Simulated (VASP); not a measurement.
# BN (F-43m) in VASP: notebook

BN is run at these levels: PBE; tasks: relaxation of cell and atoms.

Everything below comes from runs of VASP 6.6.1. Logs are shortened: lines on timing, memory, paths and dates and some standing lists are left out, and cuts for length are marked.

## (1) The cell of the first run

Symmetry: F-43m, No. 216, cubic system. Conventional cell: a = 3.600 Å, b = 3.600 Å, c = 3.600 Å, α = 90.00°, β = 90.00°, γ = 90.00°. B (site symmetry -43m) has 4 N at 1.56 Å within 2.1 Å. Within 2.1 Å of N (site symmetry -43m) lie 4 B at 1.56 Å.

## (2) Relaxation of cell and atoms, PBE, target pressure 20 GPa, at which the enthalpy is minimised

Input file INCAR:

```
PREC = Accurate ; ENCUT = 600
EDIFF = 1E-7 ; ISMEAR = 0
SIGMA = 0.01 ; LREAL = F
LASPH = T ; NELM = 120
ALGO = Normal ; ISIF = 3
LWAVE = F ; LCHARG = F
GGA = PE ; IBRION = 2
NSW = 80 ; EDIFFG = -0.03
PSTRESS = 200.0 ; GGA_COMPAT = F
NELMIN = 4
```

Input file KPOINTS:

```
regular mesh
0
Gamma
  11 11 11
```

Input file POSCAR:

```
BN
1.0
    0.0000000000      1.8000000000      1.8000000000
    1.8000000000      0.0000000000      1.8000000000
    1.8000000000      1.8000000000      0.0000000000
B N
1 1
Direct
    0.0000000000      0.0000000000      0.0000000000
    0.2500000000      0.2500000000      0.2500000000
```

Potentials or basis: VASP PAW PBE potentials, release 64 (B, N).

The run is started by

```console
> cat potpaw_PBE.64/B/POTCAR potpaw_PBE.64/N/POTCAR > POTCAR
> mpirun -np 1 vasp_std > vasp.out
```

OUTCAR:

```text
PREC = Accurate
   ENCUT = 600
   EDIFF = 1E-7
   ISMEAR = 0
   LREAL = F
   LASPH = T
   NELM = 120
   ISIF = 3
   GGA = PE
   IBRION = 2
   NSW = 80
   EDIFFG = -0.03
   PSTRESS = 200.0
   NELMIN = 4

 ion  position               nearest neighbor table
   1  0.000  0.000  0.000-   2 1.56   2 1.56   2 1.56   2 1.56
   2  0.250  0.250  0.250-   1 1.56   1 1.56   1 1.56   1 1.56

  LATTYP: Found a face centered cubic cell.
 ALAT       =     3.6000000000

  Lattice vectors:

 A1 = (   0.0000000000,   1.8000000000,   1.8000000000)
 A2 = (   1.8000000000,   0.0000000000,   1.8000000000)
 A3 = (   1.8000000000,   1.8000000000,   0.0000000000)

Analysis of symmetry for initial positions (statically):
=====================================================================
 Subroutine PRICEL returns:
 Original cell was already a primitive cell.

 Routine SETGRP: Setting up the symmetry group for a
 face centered cubic supercell.

 Subroutine GETGRP returns: Found 24 space group operations
 (whereof 24 operations were pure point group operations)
 out of a pool of 48 trial point group operations.

The static configuration has the point symmetry T_d .

Analysis of symmetry for dynamics (positions and initial velocities):
=====================================================================
 Subroutine PRICEL returns:
 Original cell was already a primitive cell.

 Routine SETGRP: Setting up the symmetry group for a
 face centered cubic supercell.

 Subroutine GETGRP returns: Found 24 space group operations
 (whereof 24 operations were pure point group operations)
 out of a pool of 48 trial point group operations.

The dynamic configuration has the point symmetry T_d .

 Subroutine INISYM returns: Found 24 space group operations
 (whereof 24 operations are pure point group operations),
 and found     1 'primitive' translations

----------------------------------------------------------------------------------------

                                     Primitive cell

  volume of cell :      11.6640

  direct lattice vectors                    reciprocal lattice vectors
     0.000000000  1.800000000  1.800000000    -0.277777778  0.277777778  0.277777778
     1.800000000  0.000000000  1.800000000     0.277777778 -0.277777778  0.277777778
     1.800000000  1.800000000  0.000000000     0.277777778  0.277777778 -0.277777778

  length of vectors
     2.545584412  2.545584412  2.545584412     0.481125224  0.481125224  0.481125224

  position of ions in fractional coordinates (direct lattice)
     0.000000000  0.000000000  0.000000000
     0.250000000  0.250000000  0.250000000

  ion indices of the primitive-cell ions
   primitive index   ion index
                 1           1
                 2           2

----------------------------------------------------------------------------------------

 KPOINTS: regular mesh

Automatic generation of k-mesh.
 Grid dimensions read from file:
 generate k-points for:   11   11   11

 Generating k-lattice:

  Cartesian coordinates                     Fractional coordinates (reciprocal lattice)
    -0.025252525  0.025252525  0.025252525     0.090909091  0.000000000  0.000000000
     0.025252525 -0.025252525  0.025252525     0.000000000  0.090909091  0.000000000
     0.025252525  0.025252525 -0.025252525     0.000000000  0.000000000  0.090909091

  Length of vectors
     0.043738657  0.043738657  0.043738657

  Shift w.r.t. Gamma in fractional coordinates (k-lattice)
     0.000000000  0.000000000  0.000000000

 Subroutine IBZKPT returns following result:
 ===========================================

 Found     56 irreducible k-points:

 Following reciprocal coordinates:
            Coordinates               Weight
  0.000000  0.000000  0.000000      1.000000
  0.090909  0.000000  0.000000      8.000000
  0.181818  0.000000  0.000000      8.000000
  0.272727  0.000000  0.000000      8.000000
  0.363636  0.000000  0.000000      8.000000
  0.454545  0.000000  0.000000      8.000000
[... 16 lines left out ...]
 -0.272727  0.181818  0.000000     24.000000
 -0.181818  0.181818  0.000000     12.000000
 [... further k-points ...]
   k-points           NKPTS =     56   k-points in BZ     NKDIM =     56   number of bands    NBANDS=      8
   number of dos      NEDOS =    301   number of ions     NIONS =      2
   total plane-waves  NPLWV =   8000
   dimension x,y,z NGX =    20 NGY =   20 NGZ =   20
   dimension x,y,z NGXF=    40 NGYF=   40 NGZF=   40
   ions per type =               1   1
   NGX,Y,Z   is equivalent  to a cutoff of  13.06, 13.06, 13.06 a.u.
   NGXF,Y,Z  is equivalent  to a cutoff of  26.12, 26.12, 26.12 a.u.
 SYSTEM =  unknown system
   PREC   = accura    normal or accurate (medium, high low for compatibility)
   ISTART =      0    job   : 0-new  1-cont  2-samecut
   ICHARG =      2    charge: 1-file 2-atom 10-const
   ISPIN  =      1    spin polarized calculation?
   LNONCOLLINEAR =      F non collinear calculations
   LSORBIT =      F    spin-orbit coupling
   LASPH  =      T    aspherical Exc in radial PAW
   ENCUT  =  600.0 eV  44.10 Ry    6.64 a.u.   5.08  5.08  5.08*2*pi/ulx,y,z
   NELM   =    120;   NELMIN=  4; NELMDL= -5     # of ELM steps
   EDIFF  = 0.1E-06   stopping-criterion for ELM
   LREAL  =      F    real-space projection
   EDIFFG = -.3E-01   stopping-criterion for IOM
   NSW    =     80    number of steps for IOM
   IBRION =      2    ionic relax: 0-MD 1-quasi-New 2-CG
   NFREE  =      1    steps in history (QN), initial steepest desc. (CG)
   ISIF   =      3    stress and relaxation
   ISYM   =      2    0-nonsym 1-usesym 2-fastsym
   POTIM  = 0.5000    time-step for ionic-motion
   TEBEG  =    0.0;   TEEND  =   0.0 temperature during run
   PSTRESS=  200.0 pullay stress
   NELECT =       8.0000    total number of electrons
   NUPDOWN=      -1.0000    fix difference up-down
   EMIN   =  10.00;   EMAX   =-10.00  energy-range for DOS
   EFERMI =   0.00;   METHOD = LEGACY
   ISMEAR =     0;   SIGMA  =   0.01  broadening in eV -4-tet -1-fermi 0-gaus
   EFERMI_NEDOS =   21; number of points for ismear=-14 and -15
   IALGO  =     38    algorithm
   IMIX   =      4    mixing-type and parameters
     AMIX     =   0.40;   BMIX     =  1.00
     AMIX_MAG =   1.60;   BMIX_MAG =  1.00
  volume/ion in A,a.u.               =       5.83        39.36
  Fermi-wavevector in a.u.,A,eV,Ry     =   1.443740  2.728273 28.359782  2.084385
  Thomas-Fermi vector in A             =   2.562114
   LORBIT       =      0    0 simple, 1 ext, 2 COOP (PROOUT), +10 PAW based schemes
   GGA     = PE    functional components
   LHFCALC =     F    Hartree Fock is set to
   AEXX    =    0.0000 exact exchange contribution
   IVDW    =     0    specifies the selected vdW correction
   LEPSILON=     F    determine dielectric tensor
   LRPA    =     F    only Hartree local field effects (RPA)
 conjugate gradient relaxation of ions
 non-spin polarized calculation
 Gauss-broadening in eV      SIGMA  =   0.01
  energy-cutoff  :      600.00
  volume of cell :       11.66
 maximum number of plane-waves:       397
   NGX = 11   NGY = 11   NGZ = 11

--------------------------------------- Ionic step        1  -------------------------------------------

 number of electron       7.9999999 magnetization

 Free energy of the ion-electron system (eV)
  ---------------------------------------------------
  ext. energy  EPLUGINS =         0.00000000
  ---------------------------------------------------
  free energy    TOTEN  =       -17.44798268 eV

  energy without entropy =      -17.44798268  energy(sigma->0) =      -17.44798268

------------------------ aborting loop because EDIFF is reached ----------------------------------------

  FORCE on cell =-STRESS in cart. coord.  units (eV):
  Direction    XX          YY          ZZ          XY          YZ          ZX
  --------------------------------------------------------------------------------------
  -------------------------------------------------------------------------------------
  Total        0.5769905      0.5769905      0.5769905      0.0000000      0.0000000      0.0000000
  in kB       79.2559252     79.2559252     79.2559252      0.0000000      0.0000000      0.0000000
  external PRESSURE =    -120.7440748 kB  Pullay stress =     200.0000000 kB
[... 61 lines left out ...]
  enthalpy is  TOTEN    =       -15.9840818559 eV   P V=        1.3653512159

--------------------------------------- Ionic step        3  -------------------------------------------

 number of electron       7.9999998 magnetization

 Free energy of the ion-electron system (eV)
  ---------------------------------------------------
  ext. energy  EPLUGINS =         0.00000000
  ---------------------------------------------------
  free energy    TOTEN  =       -17.41998367 eV

  energy without entropy =      -17.41998367  energy(sigma->0) =      -17.41998367

 E-fermi :   8.0370     XC(G=0): -13.0247

 val. band max:        7.9134892556   @ k =   0.0000   0.0000   0.0000
 cond. band min:      12.5235207976   @ k =   0.4545   0.4545   0.0000
 fundamental gap:      4.6100315420
 Fermi energy:         8.0369829084

 k-point     1 :       0.0000    0.0000    0.0000
  band No.  band energies     occupation
      1     -12.7888      2.00000
      2       7.9135      2.00000
      3       7.9135      2.00000
      4       7.9135      2.00000
      5      16.9276      0.00000
      6      16.9276      0.00000
      7      16.9276      0.00000
      8      18.9351      0.00000
[... 243 lines left out ...]
 k-point    24 :      -0.1818    0.1818    0.0000
  band No.  band energies     occupation
      1     -10.6545      2.00000
      2       2.2145      2.00000
      3       4.0093      2.00000
      4       6.8273      2.00000
      5      18.7712      0.00000
      6      18.9246      0.00000
      7      19.3435      0.00000
      8      21.9511      0.00000

 [... further k-points ...]
[... 5 lines left out ...]
  --------------------------------------------------------------------------------------
  -------------------------------------------------------------------------------------
  Total        1.4087643      1.4087643      1.4087643     -0.0000000      0.0000000      0.0000000
  in kB      199.0644105    199.0644105    199.0644105     -0.0000000      0.0000000      0.0000000
  external PRESSURE =      -0.9355895 kB  Pullay stress =     200.0000000 kB
[... 17 lines left out ...]
  FREE ENERGIE OF THE ION-ELECTRON SYSTEM (eV)
  ---------------------------------------------------
  free  energy   TOTEN  =       -17.4199836664 eV

  energy  without entropy=      -17.4199836664  energy(sigma->0) =      -17.41998367

  enthalpy is  TOTEN    =       -16.0045982320 eV   P V=        1.4153854345

 reached required accuracy - stopping structural energy minimisation
```

Wall time 9.7 s (1 thread of AMD EPYC 7R13 (Zen 3), shared host); peak memory 0.09 GiB.

Results:

| Quantity | Value |
| --- | --- |
| Free energy | -17.4200 eV |
| Relaxed volume | 5.67 Å³/atom |
| Relaxed cell | a = 2.522 Å, b = 2.522 Å, c = 2.522 Å, α = 60.00°, β = 60.00°, γ = 60.00° |
| Space group after relaxing (to 0.1 Å) | F-43m (No. 216) |
| Energy change on relaxing (the run minimises the enthalpy) | +14.0 meV/atom |
| Ionic steps | 3 |
| Pressure after relaxing | 19.9 GPa |
| Band gap on the k mesh | 4.61 eV (least direct gap 9.01 eV) |

Step by step:
```csv
step,energy change (eV),largest force (eV/Å),pressure (GPa),volume (Å³)
1,0.0000,0.0000,7.93,11.66
2,0.0985,0.0000,36.97,10.94
3,0.0280,0.0000,19.91,11.34
```

Final structure:
```yaml
crystal:
  lattice:
    - [0.00000, 1.78310, 1.78310]
    - [1.78310, 0.00000, 1.78310]
    - [1.78310, 1.78310, 0.00000]
  atoms:
    - { symbol: B, position: [0.00000, 0.00000, 0.00000] }
    - { symbol: N, position: [0.25000, 0.25000, 0.25000] }
```

Caveat: the cell is relaxed towards a set pressure, so the run minimises the enthalpy, not the energy; an odd mesh through Γ misses points on the zone boundary, where band edges can lie.

## (3) Relaxation of cell and atoms, PBE, target pressure 40 GPa, at which the enthalpy is minimised

Input file INCAR:

```
ALGO = Normal
EDIFF = 1E-7
EDIFFG = -0.03
ENCUT = 600
GGA = PE
GGA_COMPAT = False
IBRION = 2
ISIF = 3
ISMEAR = 0
LASPH = True
LCHARG = False
LREAL = False
LWAVE = False
NELM = 120
NELMIN = 4
NSW = 80
PREC = Accurate
PSTRESS = 400.0
SIGMA = 0.01
```

Input file KPOINTS:

```
k-points
0
Gamma
  11 11 11
```

POSCAR is that of step 2.

Potentials or basis: VASP PAW PBE potentials, release 64 (B, N).

The run is started by

```console
> cat potpaw_PBE.64/B/POTCAR potpaw_PBE.64/N/POTCAR > POTCAR
> mpirun -np 1 vasp_std > vasp.out
```

Run time: 12 s. Hardware: 1 thread of AMD EPYC 7R13 (Zen 3), shared host; peak memory 0.09 GiB.

The run converged. Its results:

- Free energy: -17.3343 eV
- Relaxed volume: 5.44 Å³/atom
- Relaxed cell: a = 2.487 Å, b = 2.487 Å, c = 2.487 Å, α = 60.00°, β = 60.00°, γ = 60.00°
- Space group after relaxing (to 0.1 Å): F-43m (No. 216)
- Energy change on relaxing (the run minimises the enthalpy): +56.9 meV/atom
- Ionic steps: 4
- Pressure after relaxing: 39.9 GPa
- Band gap on the k mesh: 4.66 eV (least direct gap 9.21 eV)

Step by step:
```tsv
step	energy change (eV)	largest force (eV/Å)	pressure (GPa)	volume (Å³)
1	0.0000	0.0000	7.93	11.66
2	0.5780	0.0000	103.48	9.80
3	0.1089	0.0000	39.00	10.89
4	0.1137	0.0000	39.92	10.87
```

Final structure:
```xyz
2
Lattice="0.0000 1.7584 1.7584 1.7584 0.0000 1.7584 1.7584 1.7584 0.0000" Properties=species:S:1:pos:R:3 pbc="T T T"
B     3.5169    3.5169    3.5169
N     0.8792    0.8792    0.8792
```

Levels at points of the mesh, in eV from the valence-band top:
```csv
k point,band 2,band 3,band 4,band 5,band 6,band 7
"(0.00, 0.00, 0.00)",0.00,0.00,0.00,9.21,9.21,9.21
```

Caveat: the cell is relaxed towards a set pressure, so the run minimises the enthalpy, not the energy; an odd mesh through Γ misses points on the zone boundary, where band edges can lie.

[end of part 1 of 2]
